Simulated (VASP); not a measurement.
# Mo (P-1) in VASP: a series of runs

Runs on Mo. Level: PBE. Tasks: single point.

All numbers are computed with VASP 6.6.1; they aren't measurements. Logs are shortened: lines on timing, memory, paths and dates and some standing lists are left out, and cuts for length are marked.

### 1 The cell of the first run

The typed cell holds 1 atom: a = 2.633 Å, b = 2.831 Å, c = 2.803 Å, α = 108.24°, β = 111.70°, γ = 110.17°.

### 2 Single point, PBE

The input, INCAR:

```
SYSTEM = Mo
PREC = Accurate
ENCUT = 520
EDIFF = 1E-7
ISMEAR = 0
SIGMA = 0.15
LREAL = .FALSE.
LASPH = .TRUE.
NELM = 60
ALGO = Fast
ISIF = 2
LWAVE = .FALSE.
LCHARG = .TRUE.
GGA = PE
LELF = .TRUE.
LVHAR = .TRUE.
NBANDS = 13
```

The input, KPOINTS:

```
Automatic mesh
0
G
  16 16 16
  0 0 0
```

The input, POSCAR:

```
Mo
1.0
   -1.6263992135      1.4505185643      1.4769928303
    1.6630522841     -1.5883028006      1.6514301372
    1.6387096038      1.6006131909     -1.6147770666
Mo
1
Direct
    0.0000000000      0.0000000000      0.0000000000
```

Potentials or basis: VASP PAW PBE potentials, release 64 (Mo_sv).

Launch:

```console
cat potpaw_PBE.64/Mo_sv/POTCAR > POTCAR
mpirun -np 1 vasp_std > vasp.out
```

OUTCAR:

```text
SYSTEM = Mo
   PREC = Accurate
   ENCUT = 520
   EDIFF = 1E-7
   ISMEAR = 0
   LREAL = .FALSE.
   LASPH = .TRUE.
   NELM = 60
   ISIF = 2
   GGA = PE

 ion  position               nearest neighbor table
   1  0.000  0.000  0.000-

  LATTYP: Found a triclinic cell.
 ALAT       =     3.0542660377
 B/A-ratio  =     2.6506656000
 C/A-ratio  =     1.7738067525
 COS(alpha) =     0.0046181566
 COS(beta)  =     0.2627969085
 COS(gamma) =     0.9588879411

  Lattice vectors:

 A1 = (  -0.0123103903,  -3.0511317552,   0.1377842363)
 A2 = (   1.6384315035,  -7.6905663110,   1.9269986098)
 A3 = (  -4.9771245623,  -1.4751393449,  -1.5502989715)

Analysis of symmetry for initial positions (statically):
=====================================================================
 Subroutine PRICEL returns:
 Original cell was already a primitive cell.

 Routine SETGRP: Setting up the symmetry group for a
 triclinic supercell.

 Subroutine GETGRP returns: Found  2 space group operations
 (whereof  2 operations were pure point group operations)
 out of a pool of  2 trial point group operations.

The static configuration has the point symmetry S_2 .

Analysis of symmetry for dynamics (positions and initial velocities):
=====================================================================
 Subroutine PRICEL returns:
 Original cell was already a primitive cell.

 Routine SETGRP: Setting up the symmetry group for a
 triclinic supercell.

 Subroutine GETGRP returns: Found  2 space group operations
 (whereof  2 operations were pure point group operations)
 out of a pool of  2 trial point group operations.

The dynamic configuration has the point symmetry S_2 .

 Subroutine INISYM returns: Found  2 space group operations
 (whereof  2 operations are pure point group operations),
 and found     1 'primitive' translations

----------------------------------------------------------------------------------------

                                     Primitive cell

  volume of cell :      15.7243

  direct lattice vectors                    reciprocal lattice vectors
    -1.626399214  1.450518564  1.476992830    -0.004995178  0.342886878  0.334810064
     1.663052284 -1.588302801  1.651430137     0.299303848  0.013094966  0.316719921
     1.638709604  1.600613191 -1.614777067     0.301528652  0.327021539  0.010870161

  length of vectors
     2.632619670  2.831195893  2.802648163     0.479264167  0.435965342  0.444950307

  position of ions in fractional coordinates (direct lattice)
     0.000000000  0.000000000  0.000000000

[... 84 lines left out ...]
   TEBEG  =    0.0;   TEEND  =   0.0 temperature during run
   PSTRESS=    0.0 pullay stress
   NELECT =      14.0000    total number of electrons
   NUPDOWN=      -1.0000    fix difference up-down
   EMIN   =  10.00;   EMAX   =-10.00  energy-range for DOS
   EFERMI =   0.00;   METHOD = LEGACY
   ISMEAR =     0;   SIGMA  =   0.15  broadening in eV -4-tet -1-fermi 0-gaus
   EFERMI_NEDOS =   21; number of points for ismear=-14 and -15
   IALGO  =     68    algorithm
   IMIX   =      4    mixing-type and parameters
     AMIX     =   0.40;   BMIX     =  1.00
     AMIX_MAG =   1.60;   BMIX_MAG =  1.00
  volume/ion in A,a.u.               =      15.72       106.11
  Fermi-wavevector in a.u.,A,eV,Ry     =   1.574925  2.976177 33.747749  2.480390
  Thomas-Fermi vector in A             =   2.675986
   LORBIT       =      0    0 simple, 1 ext, 2 COOP (PROOUT), +10 PAW based schemes
   GGA     = PE    functional components
   LHFCALC =     F    Hartree Fock is set to
   AEXX    =    0.0000 exact exchange contribution
   IVDW    =     0    specifies the selected vdW correction
   LEPSILON=     F    determine dielectric tensor
   LRPA    =     F    only Hartree local field effects (RPA)
 non-spin polarized calculation
 RMM-DIIS sequential band-by-band and
 Gauss-broadening in eV      SIGMA  =   0.15
  energy-cutoff  :      520.00
  volume of cell :       15.72
 maximum number of plane-waves:       438
   NGX =  9   NGY = 11   NGZ = 11

 number of electron      14.0000000 magnetization

 Free energy of the ion-electron system (eV)
  ---------------------------------------------------
  ext. energy  EPLUGINS =         0.00000000
  ---------------------------------------------------
  free energy    TOTEN  =       -10.85437756 eV

  energy without entropy =      -10.84676260  energy(sigma->0) =      -10.85057008

 E-fermi :  12.4980     XC(G=0): -13.3505

 val. band max:       12.4970101206   @ k =  -0.2500   0.3125   0.3125
 cond. band min:      12.4984734862   @ k =   0.3750  -0.3125   0.1250
 fundamental gap:      0.0014633655
 Fermi energy:        12.4980119114

 k-point     1 :       0.0000    0.0000    0.0000
  band No.  band energies     occupation
      1     -48.7818      2.00000
      2     -22.1640      2.00000
      3     -22.0548      2.00000
      4     -21.9206      2.00000
      5       5.2936      2.00000
      6      10.2170      2.00000
      7      11.4120      2.00000
      8      11.7054      2.00000
      9      13.6812      0.00000
     10      14.8436      0.00000
     11      26.5262      0.00000
     12      27.0088      0.00000
     13      28.7861      0.00000
[... 354 lines left out ...]
  band No.  band energies     occupation
      1     -48.7448      2.00000
      2     -22.1991      2.00000
      3     -22.1344      2.00000
      4     -22.0681      2.00000
      5       5.8495      2.00000
      6      10.6716      2.00000
      7      11.2747      2.00000
      8      11.6512      2.00000
      9      13.6017      0.00000
     10      14.2407      0.00000
     11      27.1332      0.00000
     12      28.0597      0.00000
     13      29.4827      0.00000

 [... further k-points ...]

------------------------ aborting loop because EDIFF is reached ----------------------------------------

  FORCE on cell =-STRESS in cart. coord.  units (eV):
  Direction    XX          YY          ZZ          XY          YZ          ZX
  --------------------------------------------------------------------------------------
  -------------------------------------------------------------------------------------
  Total       -0.8213977      1.2371082      0.5253197     -0.1444008      0.7846846     -0.2579257
  in kB      -83.6934328    126.0507882     53.5256067    -14.7132161     79.9526838    -26.2804285
  external PRESSURE =      31.9609874 kB  Pullay stress =       0.0000000 kB

 VOLUME and BASIS-vectors are now :
 -----------------------------------------------------------------------------
  energy-cutoff  :      520.00
  volume of cell :       15.72
      direct lattice vectors                 reciprocal lattice vectors
    -1.626399214  1.450518564  1.476992830    -0.004995178  0.342886878  0.334810064
     1.663052284 -1.588302801  1.651430137     0.299303848  0.013094966  0.316719921
     1.638709604  1.600613191 -1.614777067     0.301528652  0.327021539  0.010870161

 POSITION                                       TOTAL-FORCE (eV/Angst)
 -----------------------------------------------------------------------------------
      0.00000      0.00000      0.00000         0.000000      0.000000      0.000000
 -----------------------------------------------------------------------------------
    total drift:                                0.000000      0.000000      0.000000

  FREE ENERGIE OF THE ION-ELECTRON SYSTEM (eV)
  ---------------------------------------------------
  free  energy   TOTEN  =       -10.8543775622 eV

  energy  without entropy=      -10.8467626047  energy(sigma->0) =      -10.85057008
```

It took 3.7 min on 1 thread of Intel Xeon 6975P-C (Granite Rapids), shared host; peak memory 0.48 GiB.

What came out:

```
Free energy            : -10.8544 eV
Pressure               : 3.2 GPa
Band gap on the k mesh : zero (bands 7 and 8 overlap by 4.17 eV)
```

Stress tensor (GPa, compression positive):
```
-8.37 -1.47 -2.63
-1.47 12.61  8.00
-2.63  8.00  5.35
```

Caveat: the cell stands under pressure.

### 3 Single point, PBE

The input, INCAR:

```
PREC = Accurate
ENCUT = 520
EDIFF = 1E-7
ISMEAR = 0
SIGMA = 0.15
LREAL = F
LASPH = T
NELM = 60
ALGO = Fast
ISIF = 2
LWAVE = F
LCHARG = T
GGA = PE
LELF = T
LVHAR = T
NBANDS = 13
```

The input, KPOINTS:

```
Automatic mesh
0
Gamma
  16 16 16
```

POSCAR is that of step 2.

Potentials or basis: VASP PAW PBE potentials, release 64 (Mo_sv).

Launch:

```console
cat potpaw_PBE.64/Mo_sv/POTCAR > POTCAR
mpirun -np 1 vasp_std > vasp.out
```

OUTCAR:

```text
PREC = Accurate
   ENCUT = 520
   EDIFF = 1E-7
   ISMEAR = 0
   LREAL = F
   LASPH = T
   NELM = 60
   ISIF = 2
   GGA = PE

 ion  position               nearest neighbor table
   1  0.000  0.000  0.000-

  LATTYP: Found a triclinic cell.
 ALAT       =     3.0542660377
 B/A-ratio  =     2.6506656000
 C/A-ratio  =     1.7738067525
 COS(alpha) =     0.0046181566
 COS(beta)  =     0.2627969085
 COS(gamma) =     0.9588879411

  Lattice vectors:

[... 564 lines left out ...]
     11      27.1332      0.00000
     12      28.0597      0.00000
     13      29.4827      0.00000

 [... further k-points ...]

------------------------ aborting loop because EDIFF is reached ----------------------------------------

  FORCE on cell =-STRESS in cart. coord.  units (eV):
  Direction    XX          YY          ZZ          XY          YZ          ZX
  --------------------------------------------------------------------------------------
  -------------------------------------------------------------------------------------
  Total       -0.8213977      1.2371082      0.5253197     -0.1444008      0.7846846     -0.2579257
  in kB      -83.6934328    126.0507882     53.5256067    -14.7132161     79.9526838    -26.2804285
  external PRESSURE =      31.9609874 kB  Pullay stress =       0.0000000 kB

 VOLUME and BASIS-vectors are now :
 -----------------------------------------------------------------------------
  energy-cutoff  :      520.00
  volume of cell :       15.72
      direct lattice vectors                 reciprocal lattice vectors
    -1.626399214  1.450518564  1.476992830    -0.004995178  0.342886878  0.334810064
     1.663052284 -1.588302801  1.651430137     0.299303848  0.013094966  0.316719921
     1.638709604  1.600613191 -1.614777067     0.301528652  0.327021539  0.010870161

 POSITION                                       TOTAL-FORCE (eV/Angst)
 -----------------------------------------------------------------------------------
      0.00000      0.00000      0.00000         0.000000      0.000000      0.000000
 -----------------------------------------------------------------------------------
    total drift:                                0.000000      0.000000      0.000000

  FREE ENERGIE OF THE ION-ELECTRON SYSTEM (eV)
  ---------------------------------------------------
  free  energy   TOTEN  =       -10.8543775622 eV

  energy  without entropy=      -10.8467626047  energy(sigma->0) =      -10.85057008
```

OSZICAR:

```text
N       E                     dE             d eps       ncg     rms          rms(c)
DAV:   1     0.929505920599E+02    0.92951E+02   -0.80384E+03 53813   0.110E+03
DAV:   2    -0.103239497650E+02   -0.10327E+03   -0.99369E+02 61527   0.312E+02
DAV:   3    -0.114993057803E+02   -0.11754E+01   -0.11723E+01 59622   0.332E+01
DAV:   4    -0.115019972214E+02   -0.26914E-02   -0.26914E-02 59727   0.193E+00
DAV:   5    -0.115020146985E+02   -0.17477E-04   -0.17475E-04 61097   0.138E-01    0.146E+01
RMM:   6    -0.109345685474E+02    0.56745E+00   -0.67327E-01 53471   0.769E+00    0.431E+00
RMM:   7    -0.108572074384E+02    0.77361E-01   -0.20047E-01 54891   0.413E+00    0.105E+00
RMM:   8    -0.108546280735E+02    0.25794E-02   -0.10825E-02 60026   0.114E+00    0.165E-01
RMM:   9    -0.108543884101E+02    0.23966E-03   -0.11823E-03 60839   0.365E-01    0.439E-02
RMM:  10    -0.108543788901E+02    0.95200E-05   -0.19552E-04 62350   0.152E-01    0.249E-02
RMM:  11    -0.108543784557E+02    0.43439E-06   -0.16172E-05 61378   0.499E-02    0.580E-03
RMM:  12    -0.108543773434E+02    0.11123E-05   -0.39782E-06 62043   0.229E-02    0.128E-03
RMM:  13    -0.108543777250E+02   -0.38156E-06   -0.55480E-07 53798   0.949E-03    0.686E-04
RMM:  14    -0.108543774809E+02    0.24413E-06   -0.13782E-07 38726   0.441E-03    0.225E-04
RMM:  15    -0.108543775622E+02   -0.81292E-07   -0.21584E-08 32289   0.176E-03
   1 F= -.10854378E+02 E0= -.10850570E+02  d E =-.761496E-02
```

stdout:

```text
POSCAR found type information on POSCAR Mo
 POSCAR found :  1 types and       1 ions
 scaLAPACK will be used
 LDA part: xc-table for (Slater+PW92), standard interpolation
 POSCAR, INCAR and KPOINTS ok, starting setup
 FFT: planning ... GRIDC
 FFT: planning ... GRID_SOFT
 FFT: planning ... GRID
 WAVECAR not read
 entering main loop
WARNING in EDDRMM: call to ZHEGV failed, returncode =   8  4     13
WARNING in EDDRMM: call to ZHEGV failed, returncode =   8  4     13
WARNING in EDDRMM: call to ZHEGV failed, returncode =   8  4     13
```

Wall time 4.8 min (1 thread of Intel Xeon 6975P-C (Granite Rapids), shared host); peak memory 0.47 GiB.

What came out:

| Property | Result |
| --- | --- |
| Free energy | -10.8544 eV |
| Pressure | 3.2 GPa |
| Band gap on the k mesh | zero (bands 7 and 8 overlap by 4.17 eV) |

Caveat: the cell stands under pressure.
